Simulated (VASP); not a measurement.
# RbBr (Fm-3m) in VASP: single point with RPBE

Aim: the single point of RbBr with RPBE.

Everything below comes from runs of VASP 6.6.1. Logs are shortened: lines on timing, memory, paths and dates and some standing lists are left out, and cuts for length are marked.

**1. The cell of the first run**

The structure is cubic, space group Fm-3m (No. 225). Conventional cell: a = 7.016 Å, b = 7.016 Å, c = 7.016 Å, α = 90.00°, β = 90.00°, γ = 90.00°. Rb (site symmetry m-3m) has 6 Br at 3.51 Å within 4.6 Å. Within 4.6 Å of Br (site symmetry m-3m) lie 6 Rb at 3.51 Å.

**2. Single point, RPBE**

Contents of INCAR:

```
PREC = Accurate
ENCUT = 500
EDIFF = 1E-6
ISMEAR = 0
SIGMA = 0.02
LREAL = False
LASPH = True
NELM = 120
ALGO = Normal
ISIF = 2
LWAVE = False
LCHARG = False
GGA = RP
NBANDS = 15
GGA_COMPAT = False
```

Contents of KPOINTS:

```
regular mesh
0
Gamma
  6 6 6
```

Contents of POSCAR:

```
RbBr
1.0
    0.0000000000      3.5079734015      3.5079734015
    3.5079734015      0.0000000000      3.5079734015
    3.5079734015      3.5079734015      0.0000000000
Rb Br
1 1
Direct
    0.0000000000      0.0000000000      0.0000000000
    0.5000000000      0.5000000000      0.5000000000
```

Potentials or basis: VASP PAW PBE potentials, release 64 (Rb_sv, Br).

The run is started by

```
$ cat potpaw_PBE.64/Rb_sv/POTCAR potpaw_PBE.64/Br/POTCAR > POTCAR
$ mpirun -np 1 vasp_std > vasp.out
```

OUTCAR:

```text
PREC = Accurate
   ENCUT = 500
   EDIFF = 1E-6
   ISMEAR = 0
   LREAL = False
   LASPH = True
   NELM = 120
   ISIF = 2
   GGA = RP

 ion  position               nearest neighbor table
   1  0.000  0.000  0.000-   2 3.51   2 3.51   2 3.51   2 3.51   2 3.51   2 3.51
   2  0.500  0.500  0.500-   1 3.51   1 3.51   1 3.51   1 3.51   1 3.51   1 3.51

  LATTYP: Found a face centered cubic cell.
 ALAT       =     7.0159468030

  Lattice vectors:

 A1 = (   0.0000000000,   3.5079734015,   3.5079734015)
 A2 = (   3.5079734015,   0.0000000000,   3.5079734015)
 A3 = (   3.5079734015,   3.5079734015,   0.0000000000)

Analysis of symmetry for initial positions (statically):
=====================================================================
 Subroutine PRICEL returns:
 Original cell was already a primitive cell.

 Routine SETGRP: Setting up the symmetry group for a
 face centered cubic supercell.

 Subroutine GETGRP returns: Found 48 space group operations
 (whereof 48 operations were pure point group operations)
 out of a pool of 48 trial point group operations.

The static configuration has the point symmetry O_h .

Analysis of symmetry for dynamics (positions and initial velocities):
=====================================================================
 Subroutine PRICEL returns:
 Original cell was already a primitive cell.

 Routine SETGRP: Setting up the symmetry group for a
 face centered cubic supercell.

 Subroutine GETGRP returns: Found 48 space group operations
 (whereof 48 operations were pure point group operations)
 out of a pool of 48 trial point group operations.

The dynamic configuration has the point symmetry O_h .

 Subroutine INISYM returns: Found 48 space group operations
 (whereof 48 operations are pure point group operations),
 and found     1 'primitive' translations

----------------------------------------------------------------------------------------

                                     Primitive cell

  volume of cell :      86.3374

  direct lattice vectors                    reciprocal lattice vectors
     0.000000000  3.507973402  3.507973402    -0.142532438  0.142532438  0.142532438
     3.507973402  0.000000000  3.507973402     0.142532438 -0.142532438  0.142532438
     3.507973402  3.507973402  0.000000000     0.142532438  0.142532438 -0.142532438

  length of vectors
     4.961023561  4.961023561  4.961023561     0.246873424  0.246873424  0.246873424

  position of ions in fractional coordinates (direct lattice)
     0.000000000  0.000000000  0.000000000
     0.500000000  0.500000000  0.500000000

  ion indices of the primitive-cell ions
   primitive index   ion index
                 1           1
                 2           2

----------------------------------------------------------------------------------------

 KPOINTS: regular mesh

Automatic generation of k-mesh.
 Grid dimensions read from file:
 generate k-points for:    6    6    6

 Generating k-lattice:

  Cartesian coordinates                     Fractional coordinates (reciprocal lattice)
    -0.023755406  0.023755406  0.023755406     0.166666667  0.000000000  0.000000000
     0.023755406 -0.023755406  0.023755406     0.000000000  0.166666667  0.000000000
     0.023755406  0.023755406 -0.023755406     0.000000000  0.000000000  0.166666667

  Length of vectors
     0.041145571  0.041145571  0.041145571

  Shift w.r.t. Gamma in fractional coordinates (k-lattice)
     0.000000000  0.000000000  0.000000000

 Subroutine IBZKPT returns following result:
 ===========================================

 Found     16 irreducible k-points:

 Following reciprocal coordinates:
            Coordinates               Weight
  0.000000  0.000000  0.000000      1.000000
  0.166667  0.000000  0.000000      8.000000
  0.333333  0.000000  0.000000      8.000000
  0.500000  0.000000  0.000000      4.000000
  0.166667  0.166667  0.000000      6.000000
  0.333333  0.166667  0.000000     24.000000
[... 8 lines left out ...]
 -0.333333  0.333333  0.166667     24.000000
 -0.333333  0.500000  0.166667     12.000000
   k-points           NKPTS =     16   k-points in BZ     NKDIM =     16   number of bands    NBANDS=     15
   number of dos      NEDOS =    301   number of ions     NIONS =      2
   total plane-waves  NPLWV =  46656
   dimension x,y,z NGX =    36 NGY =   36 NGZ =   36
   dimension x,y,z NGXF=    72 NGYF=   72 NGZF=   72
   ions per type =               1   1
   NGX,Y,Z   is equivalent  to a cutoff of  12.06, 12.06, 12.06 a.u.
   NGXF,Y,Z  is equivalent  to a cutoff of  24.13, 24.13, 24.13 a.u.
 SYSTEM =  unknown system
   PREC   = accura    normal or accurate (medium, high low for compatibility)
   ISTART =      0    job   : 0-new  1-cont  2-samecut
   ICHARG =      2    charge: 1-file 2-atom 10-const
   ISPIN  =      1    spin polarized calculation?
   LNONCOLLINEAR =      F non collinear calculations
   LSORBIT =      F    spin-orbit coupling
   LASPH  =      T    aspherical Exc in radial PAW
   ENCUT  =  500.0 eV  36.75 Ry    6.06 a.u.   9.05  9.05  9.05*2*pi/ulx,y,z
   NELM   =    120;   NELMIN=  2; NELMDL= -5     # of ELM steps
   EDIFF  = 0.1E-05   stopping-criterion for ELM
   LREAL  =      F    real-space projection
   EDIFFG = 0.1E-04   stopping-criterion for IOM
   NSW    =      0    number of steps for IOM
   IBRION =     -1    ionic relax: 0-MD 1-quasi-New 2-CG
   NFREE  =      0    steps in history (QN), initial steepest desc. (CG)
   ISIF   =      2    stress and relaxation
   ISYM   =      2    0-nonsym 1-usesym 2-fastsym
   POTIM  = 0.5000    time-step for ionic-motion
   TEBEG  =    0.0;   TEEND  =   0.0 temperature during run
   PSTRESS=    0.0 pullay stress
   NELECT =      16.0000    total number of electrons
   NUPDOWN=      -1.0000    fix difference up-down
   EMIN   =  10.00;   EMAX   =-10.00  energy-range for DOS
   EFERMI =   0.00;   METHOD = LEGACY
   ISMEAR =     0;   SIGMA  =   0.02  broadening in eV -4-tet -1-fermi 0-gaus
   EFERMI_NEDOS =   21; number of points for ismear=-14 and -15
   IALGO  =     38    algorithm
   IMIX   =      4    mixing-type and parameters
     AMIX     =   0.40;   BMIX     =  1.00
     AMIX_MAG =   1.60;   BMIX_MAG =  1.00
  volume/ion in A,a.u.               =      43.17       291.32
  Fermi-wavevector in a.u.,A,eV,Ry     =   0.933359  1.763792 11.852828  0.871158
  Thomas-Fermi vector in A             =   2.060052
   LORBIT       =      0    0 simple, 1 ext, 2 COOP (PROOUT), +10 PAW based schemes
   GGA     = RP    functional components
   LHFCALC =     F    Hartree Fock is set to
   AEXX    =    0.0000 exact exchange contribution
   IVDW    =     0    specifies the selected vdW correction
   LEPSILON=     F    determine dielectric tensor
   LRPA    =     F    only Hartree local field effects (RPA)
 non-spin polarized calculation
 Gauss-broadening in eV      SIGMA  =   0.02
  energy-cutoff  :      500.00
  volume of cell :       86.34
 maximum number of plane-waves:      2202
   NGX = 19   NGY = 19   NGZ = 19

 number of electron      16.0000000 magnetization

 Free energy of the ion-electron system (eV)
  ---------------------------------------------------
  ext. energy  EPLUGINS =         0.00000000
  ---------------------------------------------------
  free energy    TOTEN  =        -5.79263958 eV

  energy without entropy =       -5.79263958  energy(sigma->0) =       -5.79263958

 E-fermi :  -1.7322     XC(G=0):  -6.6228

 val. band max:       -1.8680109888   @ k =   0.0000   0.0000   0.0000
 cond. band min:       2.6446684586   @ k =   0.0000   0.0000   0.0000
 fundamental gap:      4.5126794474
 Fermi energy:        -1.7321980997

 k-point     1 :       0.0000    0.0000    0.0000
  band No.  band energies     occupation
      1     -26.4860      2.00000
      2     -13.9401      2.00000
      3     -10.5628      2.00000
      4     -10.5628      2.00000
      5     -10.5628      2.00000
      6      -1.8680      2.00000
      7      -1.8680      2.00000
      8      -1.8680      2.00000
      9       2.6447      0.00000
     10       5.5714      0.00000
     11       5.5714      0.00000
     12       5.5714      0.00000
     13       6.3546      0.00000
     14       6.3546      0.00000
     15       9.3507      0.00000

 k-point     2 :       0.1667    0.0000    0.0000
  band No.  band energies     occupation
      1     -26.4845      2.00000
      2     -13.9477      2.00000
      3     -10.5644      2.00000
      4     -10.5644      2.00000
      5     -10.5540      2.00000
      6      -2.1161      2.00000
      7      -1.9434      2.00000
      8      -1.9434      2.00000
      9       3.2227      0.00000
     10       5.4572      0.00000
     11       5.8744      0.00000
     12       5.8744      0.00000
     13       6.7153      0.00000
     14       6.7153      0.00000
     15      10.2372      0.00000

 k-point     3 :       0.3333    0.0000    0.0000
  band No.  band energies     occupation
      1     -26.4814      2.00000
      2     -13.9626      2.00000
      3     -10.5675      2.00000
      4     -10.5675      2.00000
      5     -10.5363      2.00000
      6      -2.5214      2.00000
      7      -2.0861      2.00000
      8      -2.0861      2.00000
      9       4.4292      0.00000
     10       5.5505      0.00000
     11       6.7148      0.00000
     12       6.7148      0.00000
     13       7.6293      0.00000
     14       7.6293      0.00000
     15       9.4794      0.00000
[... 199 lines left out ...]
 k-point    15 :      -0.3333    0.3333    0.1667
  band No.  band energies     occupation
      1     -26.4785      2.00000
      2     -13.9308      2.00000
      3     -10.6321      2.00000
      4     -10.6260      2.00000
      5     -10.5500      2.00000
      6      -2.4099      2.00000
      7      -2.1735      2.00000
      8      -2.1455      2.00000
      9       5.3130      0.00000
     10       5.5136      0.00000
     11       6.5929      0.00000
     12       6.8457      0.00000
     13       8.2267      0.00000
     14       8.8329      0.00000
     15       8.8617      0.00000

 k-point    16 :      -0.3333    0.5000    0.1667
  band No.  band energies     occupation
      1     -26.4781      2.00000
      2     -13.9122      2.00000
      3     -10.6720      2.00000
      4     -10.6334      2.00000
      5     -10.5660      2.00000
      6      -2.2431      2.00000
      7      -2.2126      2.00000
      8      -2.1043      2.00000
      9       4.6845      0.00000
     10       5.9319      0.00000
     11       6.2022      0.00000
     12       6.9579      0.00000
     13       7.9790      0.00000
     14       8.7969      0.00000
     15       9.2914      0.00000

------------------------ aborting loop because EDIFF is reached ----------------------------------------

  FORCE on cell =-STRESS in cart. coord.  units (eV):
  Direction    XX          YY          ZZ          XY          YZ          ZX
  --------------------------------------------------------------------------------------
  -------------------------------------------------------------------------------------
  Total        0.6278944      0.6278944      0.6278944     -0.0000000     -0.0000000      0.0000000
  in kB       11.6519430     11.6519430     11.6519430     -0.0000000     -0.0000000      0.0000000
  external PRESSURE =      11.6519430 kB  Pullay stress =       0.0000000 kB

 VOLUME and BASIS-vectors are now :
 -----------------------------------------------------------------------------
  energy-cutoff  :      500.00
  volume of cell :       86.34
      direct lattice vectors                 reciprocal lattice vectors
     0.000000000  3.507973402  3.507973402    -0.142532438  0.142532438  0.142532438
     3.507973402  0.000000000  3.507973402     0.142532438 -0.142532438  0.142532438
     3.507973402  3.507973402  0.000000000     0.142532438  0.142532438 -0.142532438

 POSITION                                       TOTAL-FORCE (eV/Angst)
 -----------------------------------------------------------------------------------
      0.00000      0.00000      0.00000        -0.000000     -0.000000     -0.000000
      3.50797      3.50797      3.50797         0.000000      0.000000      0.000000
 -----------------------------------------------------------------------------------
    total drift:                                0.000000      0.000000      0.000000

  FREE ENERGIE OF THE ION-ELECTRON SYSTEM (eV)
  ---------------------------------------------------
  free  energy   TOTEN  =        -5.7926395786 eV

  energy  without entropy=       -5.7926395786  energy(sigma->0) =       -5.79263958
```

Wall time 12 s (1 thread of Intel Xeon 6975P-C (Granite Rapids), shared host); peak memory 0.21 GiB.

What came out:

| Item | Value |
| --- | --- |
| Free energy | -5.7926 eV |
| Pressure | 1.2 GPa |
| Band gap on the k mesh | 4.51 eV, direct |

Caveat: the PAW data sets were made with another functional, which shifts forces and pressure a little.
